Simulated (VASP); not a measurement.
# Ni (Fm-3m) in VASP: single point with LDA

Aim: the single point of Ni with LDA.

Program: VASP 6.6.1. These are calculated values, not measurements. Logs are shortened: lines on timing, memory, paths and dates and some standing lists are left out, and cuts for length are marked.

## (1) The cell of the first run

The structure is cubic, space group Fm-3m (No. 225). Conventional cell: a = 3.425 Å, b = 3.425 Å, c = 3.425 Å, α = 90.00°, β = 90.00°, γ = 90.00°. Ni (site symmetry m-3m) has 12 Ni at 2.42 Å within 3.2 Å.

## (2) Single point, LDA, collinear spin, ferromagnetic start

Input file INCAR:

```
SYSTEM = Ni
PREC = Accurate
ENCUT = 520
EDIFF = 1E-7
ISMEAR = -1
SIGMA = 0.1
LREAL = .False.
LASPH = .True.
NELM = 150
ALGO = Normal
ISIF = 2
LWAVE = .False.
LCHARG = .False.
ISPIN = 2
MAGMOM = 1 1 1
LORBIT = 11
LMAXMIX = 4
NBANDS = 26
```

Input file KPOINTS:

```
Automatic mesh
0
Gamma
  19 19 7
  0 0 0
```

Input file POSCAR:

```
Ni
1.0
    0.0000000000      1.7125382447     -1.7125382447
   -1.7125382447      0.0000000000      1.7125382447
    3.4250764894      3.4250764894      3.4250764894
Ni
3
Direct
    0.0000000000      0.0000000000      0.0000000000
    0.3333333330      0.6666666670      0.3333333330
    0.6666666670      0.3333333330      0.6666666670
```

Potentials or basis: VASP PAW LDA potentials, release 64 (Ni).

Started as:

```bash
$ cat potpaw_LDA.64/Ni/POTCAR > POTCAR
$ mpirun -np 1 vasp_std > vasp.out
```

OUTCAR:

```text
SYSTEM = Ni
   PREC = Accurate
   ENCUT = 520
   EDIFF = 1E-7
   ISMEAR = -1
   LREAL = .False.
   LASPH = .True.
   NELM = 150
   ISIF = 2
   ISPIN = 2
   LORBIT = 11

 ion  position               nearest neighbor table
   1  0.000  0.000  0.000-   2 2.42   3 2.42   3 2.42   2 2.42   3 2.42   2 2.42
   2  0.333  0.667  0.333-   1 2.42   1 2.42   1 2.42   3 2.42   3 2.42   3 2.42
   3  0.667  0.333  0.667-   1 2.42   1 2.42   1 2.42   2 2.42   2 2.42   2 2.42

  LATTYP: Found a hexagonal cell.
 ALAT       =     2.4218948117
 C/A-ratio  =     2.4494897428

  Lattice vectors:

 A1 = (   0.0000000000,   1.7125382447,  -1.7125382447)
 A2 = (  -1.7125382447,   0.0000000000,   1.7125382447)
 A3 = (   3.4250764894,   3.4250764894,   3.4250764894)

Analysis of symmetry for initial positions (statically):
=====================================================================
 Subroutine PRICEL returns following result:

  LATTYP: Found a face centered cubic cell.
 ALAT       =     3.4250764860

  Lattice vectors:

 A1 = (   1.7125382430,   1.7125382430,   0.0000000000)
 A2 = (  -0.0000000017,   1.7125382430,   1.7125382447)
 A3 = (   1.7125382481,   0.0000000034,   1.7125382447)

   3 primitive cells build up your supercell.

 Routine SETGRP: Setting up the symmetry group for a
 hexagonal supercell.

 Subroutine GETGRP returns: Found 12 space group operations
 (whereof 12 operations were pure point group operations)
 out of a pool of 24 trial point group operations.

The static configuration has the point symmetry D_3d.

Analysis of symmetry for dynamics (positions and initial velocities):
=====================================================================
 Subroutine PRICEL returns following result:

  LATTYP: Found a face centered cubic cell.
 ALAT       =     3.4250764860

  Lattice vectors:

 A1 = (   1.7125382430,   1.7125382430,   0.0000000000)
 A2 = (  -0.0000000017,   1.7125382430,   1.7125382447)
 A3 = (   1.7125382481,   0.0000000034,   1.7125382447)

   3 primitive cells build up your supercell.

 Routine SETGRP: Setting up the symmetry group for a
 hexagonal supercell.

 Subroutine GETGRP returns: Found 12 space group operations
 (whereof 12 operations were pure point group operations)
 out of a pool of 24 trial point group operations.

The dynamic configuration has the point symmetry D_3d.

Analysis of structural, dynamic, and magnetic symmetry:
=====================================================================
 Subroutine PRICEL returns following result:

  LATTYP: Found a face centered cubic cell.
 ALAT       =     3.4250764860

  Lattice vectors:

 A1 = (   1.7125382430,   1.7125382430,   0.0000000000)
 A2 = (  -0.0000000017,   1.7125382430,   1.7125382447)
 A3 = (   1.7125382481,   0.0000000034,   1.7125382447)

   3 primitive cells build up your supercell.

 Routine SETGRP: Setting up the symmetry group for a
 hexagonal supercell.

 Subroutine GETGRP returns: Found 12 space group operations
 (whereof 12 operations were pure point group operations)
 out of a pool of 24 trial point group operations.

The overall configuration has the point symmetry D_3d.

 Subroutine INISYM returns: Found 12 space group operations
 (whereof 12 operations are pure point group operations),
 and found     3 'primitive' translations

----------------------------------------------------------------------------------------

                                     Primitive cell

  volume of cell :      10.0450

  direct lattice vectors                    reciprocal lattice vectors
     1.712538243  1.712538243  0.000000000     0.291964282  0.291964284 -0.291964283
    -0.000000002  1.712538243  1.712538245    -0.291964283  0.291964283  0.291964283
     1.712538248  0.000000003  1.712538245     0.291964283 -0.291964283  0.291964283

  length of vectors
     2.421894809  2.421894811  2.421894814     0.505696972  0.505696971  0.505696971

  position of ions in fractional coordinates (direct lattice)
     0.000000000  0.000000000  0.000000000

  ion indices of the primitive-cell ions
   primitive index   ion index
                 1           1

----------------------------------------------------------------------------------------

 KPOINTS: Automatic mesh

Automatic generation of k-mesh.
 Grid dimensions read from file:
 generate k-points for:   19   19    7

 Generating k-lattice:

  Cartesian coordinates                     Fractional coordinates (reciprocal lattice)
    -0.010244361  0.020488722 -0.010244361     0.052631579  0.000000000  0.000000000
    -0.020488722  0.010244361  0.010244361     0.000000000  0.052631579  0.000000000
     0.013903061  0.013903061  0.013903061     0.000000000  0.000000000  0.142857143

  Length of vectors
     0.025093457  0.025093457  0.024080808

  Shift w.r.t. Gamma in fractional coordinates (k-lattice)
     0.000000000  0.000000000  0.000000000

 Subroutine IBZKPT returns following result:
 ===========================================

 Found    250 irreducible k-points:

 Following reciprocal coordinates:
            Coordinates               Weight
  0.000000  0.000000  0.000000      1.000000
  0.052632  0.000000  0.000000      6.000000
  0.105263  0.000000  0.000000      6.000000
  0.157895  0.000000  0.000000      6.000000
  0.210526  0.000000  0.000000      6.000000
  0.263158  0.000000  0.000000      6.000000
[... 16 lines left out ...]
  0.263158  0.105263  0.000000     12.000000
  0.315789  0.105263  0.000000     12.000000
 [... further k-points ...]
   k-points           NKPTS =    250   k-points in BZ     NKDIM =    250   number of bands    NBANDS=     26
   number of dos      NEDOS =    301   number of ions     NIONS =      3
   total plane-waves  NPLWV =  15552
   dimension x,y,z NGX =    18 NGY =   18 NGZ =   48
   dimension x,y,z NGXF=    36 NGYF=   36 NGZF=   96
   ions per type =               3
   NGX,Y,Z   is equivalent  to a cutoff of  12.36, 12.36, 13.45 a.u.
   NGXF,Y,Z  is equivalent  to a cutoff of  24.71, 24.71, 26.90 a.u.
 SYSTEM =  Ni
   PREC   = accura    normal or accurate (medium, high low for compatibility)
   ISTART =      0    job   : 0-new  1-cont  2-samecut
   ICHARG =      2    charge: 1-file 2-atom 10-const
   ISPIN  =      2    spin polarized calculation?
   LNONCOLLINEAR =      F non collinear calculations
   LSORBIT =      F    spin-orbit coupling
   LASPH  =      T    aspherical Exc in radial PAW
   ENCUT  =  520.0 eV  38.22 Ry    6.18 a.u.   4.50  4.50 11.03*2*pi/ulx,y,z
   NELM   =    150;   NELMIN=  2; NELMDL= -5     # of ELM steps
   EDIFF  = 0.1E-06   stopping-criterion for ELM
   LREAL  =      F    real-space projection
   EDIFFG = 0.1E-05   stopping-criterion for IOM
   NSW    =      0    number of steps for IOM
   IBRION =     -1    ionic relax: 0-MD 1-quasi-New 2-CG
   NFREE  =      0    steps in history (QN), initial steepest desc. (CG)
   ISIF   =      2    stress and relaxation
   ISYM   =      2    0-nonsym 1-usesym 2-fastsym
   POTIM  = 0.5000    time-step for ionic-motion
   TEBEG  =    0.0;   TEEND  =   0.0 temperature during run
   PSTRESS=    0.0 pullay stress
   NELECT =      30.0000    total number of electrons
   NUPDOWN=      -1.0000    fix difference up-down
   EMIN   =  10.00;   EMAX   =-10.00  energy-range for DOS
   EFERMI =   0.00;   METHOD = LEGACY
   ISMEAR =    -1;   SIGMA  =   0.10  broadening in eV -4-tet -1-fermi 0-gaus
   EFERMI_NEDOS =   21; number of points for ismear=-14 and -15
   IALGO  =     38    algorithm
   IMIX   =      4    mixing-type and parameters
     AMIX     =   0.40;   BMIX     =  1.00
     AMIX_MAG =   1.60;   BMIX_MAG =  1.00
  volume/ion in A,a.u.               =      10.05        67.79
  Fermi-wavevector in a.u.,A,eV,Ry     =   1.634649  3.089039 36.355826  2.672078
  Thomas-Fermi vector in A             =   2.726253
   LORBIT       =     11    0 simple, 1 ext, 2 COOP (PROOUT), +10 PAW based schemes
   GGA     = CA    functional components
   LHFCALC =     F    Hartree Fock is set to
   AEXX    =    0.0000 exact exchange contribution
   IVDW    =     0    specifies the selected vdW correction
   LEPSILON=     F    determine dielectric tensor
   LRPA    =     F    only Hartree local field effects (RPA)
 spin polarized calculation
  energy-cutoff  :      520.00
  volume of cell :       30.14
 maximum number of plane-waves:       845
 NGX is ok and might be reduce to    18
   NGX =  9   NGY =  9   NGZ = 23

 number of electron      29.9999969 magnetization       1.6219493

 Free energy of the ion-electron system (eV)
  ---------------------------------------------------
  ext. energy  EPLUGINS =         0.00000000
  ---------------------------------------------------
  free energy    TOTEN  =       -19.82116555 eV

  energy without entropy =      -19.65647885  energy(sigma->0) =      -19.73882220

 E-fermi :  10.1955     XC(G=0): -14.0919

 val. band max:       10.1950563138   @ k =   0.3684   0.0000   0.0000
 cond. band min:      10.1972066449   @ k =  -0.1579   0.4211   0.1429
 fundamental gap:      0.0021503311
 Fermi energy:        10.1954646771

 spin component 1

 k-point     1 :       0.0000    0.0000    0.0000
  band No.  band energies     occupation
      1       0.6642      1.00000
      2       4.2440      1.00000
      3       4.2440      1.00000
      4       7.6607      1.00000
      5       7.6607      1.00000
      6       7.6875      1.00000
[... 18 lines left out ...]
     25      36.5425      0.00000
     26      36.5425      0.00000

 k-point     2 :       0.0526    0.0000    0.0000
  band No.  band energies     occupation
      1       0.7667      1.00000
      2       4.3244      1.00000
      3       4.3262      1.00000
      4       7.5427      1.00000
      5       7.5592      1.00000
      6       7.6552      1.00000
[... 18 lines left out ...]
     25      35.6709      0.00000
[... 608 lines left out ...]
     25      29.2283      0.00000
     26      29.4788      0.00000

 k-point    24 :       0.3158    0.1053    0.0000
  band No.  band energies     occupation
      1       4.8177      1.00000
      2       5.4309      1.00000
      3       5.9815      1.00000
      4       6.0112      1.00000
      5       6.8436      1.00000
      6       7.0580      1.00000
[... 18 lines left out ...]
     25      28.6601      0.00000
     26      28.9304      0.00000

 [... further k-points ...]

 spin component 2

 k-point     1 :       0.0000    0.0000    0.0000
  band No.  band energies     occupation
      1       0.7065      1.00000
      2       4.3936      1.00000
      3       4.3936      1.00000
      4       8.0120      1.00000
      5       8.0120      1.00000
      6       8.2373      1.00000
[... 18 lines left out ...]
     25      36.6697      0.00000
     26      36.6697      0.00000

 k-point     2 :       0.0526    0.0000    0.0000
  band No.  band energies     occupation
      1       0.8092      1.00000
      2       4.4751      1.00000
      3       4.4767      1.00000
      4       7.9110      1.00000
      5       7.9275      1.00000
      6       8.2028      1.00000
[... 18 lines left out ...]
     25      35.7364      0.00000
[... 608 lines left out ...]
     25      29.3523      0.00000
     26      29.6037      0.00000

 k-point    24 :       0.3158    0.1053    0.0000
  band No.  band energies     occupation
      1       4.9666      1.00000
      2       5.7337      1.00000
      3       6.3672      1.00000
      4       6.4410      1.00000
      5       7.2174      1.00000
      6       7.4895      1.00000
[... 18 lines left out ...]
     25      28.7860      0.00000
     26      29.0571      0.00000

 [... further k-points ...]

------------------------ aborting loop because EDIFF is reached ----------------------------------------

  FORCE on cell =-STRESS in cart. coord.  units (eV):
  Direction    XX          YY          ZZ          XY          YZ          ZX
  --------------------------------------------------------------------------------------
  -------------------------------------------------------------------------------------
  Total       -0.0405107     -0.0405107     -0.0405107      0.0050245      0.0050245      0.0050245
  in kB       -2.1538145     -2.1538145     -2.1538145      0.2671329      0.2671329      0.2671329
  external PRESSURE =      -2.1538145 kB  Pullay stress =       0.0000000 kB

 VOLUME and BASIS-vectors are now :
 -----------------------------------------------------------------------------
  energy-cutoff  :      520.00
  volume of cell :       30.14
      direct lattice vectors                 reciprocal lattice vectors
     0.000000000  1.712538245 -1.712538245    -0.194642855  0.389285710 -0.194642855
    -1.712538245  0.000000000  1.712538245    -0.389285710  0.194642855  0.194642855
     3.425076489  3.425076489  3.425076489     0.097321428  0.097321428  0.097321428

 POSITION                                       TOTAL-FORCE (eV/Angst)
 -----------------------------------------------------------------------------------
      0.00000      0.00000      0.00000        -0.000000     -0.000000     -0.000000
     -0.00000      1.71254      1.71254         0.000000      0.000000      0.000000
      1.71254      3.42508      1.71254        -0.000000      0.000000      0.000000
 -----------------------------------------------------------------------------------
    total drift:                                0.000000      0.000000     -0.000000

  FREE ENERGIE OF THE ION-ELECTRON SYSTEM (eV)
  ---------------------------------------------------
  free  energy   TOTEN  =       -19.8211655537 eV

  energy  without entropy=      -19.6564788480  energy(sigma->0) =      -19.73882220

 total charge

# of ion       s       p       d       tot
------------------------------------------
    1        0.534   0.570   8.369   9.473
    2        0.534   0.570   8.369   9.473
    3        0.534   0.570   8.369   9.473
--------------------------------------------------
tot          1.603   1.711  25.106  28.420

 magnetization (x)

# of ion       s       p       d       tot
------------------------------------------
    1       -0.005  -0.017   0.563   0.541
    2       -0.005  -0.017   0.563   0.541
    3       -0.005  -0.017   0.563   0.541
--------------------------------------------------
tot         -0.015  -0.052   1.689   1.622
```

It took 5.5 min on 1 thread of Intel Xeon 8259CL, shared host; peak memory 0.35 GiB.

Results:

```
Free energy                                           : -19.8212 eV
Pressure                                              : -0.2 GPa
Net moment                                            : 1.62 μB per cell
Site moments                                          : Ni +0.54 μB
Valence electrons inside the program's atomic spheres : Ni 9.47
```
